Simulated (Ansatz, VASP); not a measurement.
## K in VASP and in Ansatz

```xyz
1
Lattice="4.3108 0.0000 0.0000 0.0000 4.3108 0.0000 0.0000 0.0000 4.3108" Properties=species:S:1:pos:R:3 pbc="T T T"
K     0.0000    0.0000    0.0000
```

Alike in both runs: task single point; functional PBEsol; k mesh 8 × 8 × 8; occupations fermi-dirac, width 0.1 eV; no spin polarisation.

```csv
,VASP,Ansatz
version,VASP 6.6.1,Ansatz 0.2.0
potentials or method,"VASP PAW PBE potentials, release 64 (K_sv), cutoff 520 eV","plane waves (420 eV) with PAW, scalar-relativistic"
valence electrons in the cell,9,9
```

|  | VASP | Ansatz | Ansatz less VASP |
| --- | --- | --- | --- |
| pressure (GPa) | -0.1 | -0.1 | +0.01 |

VASP's potentials were made for PBE, not for PBEsol, and Ansatz warns of the same on its side.
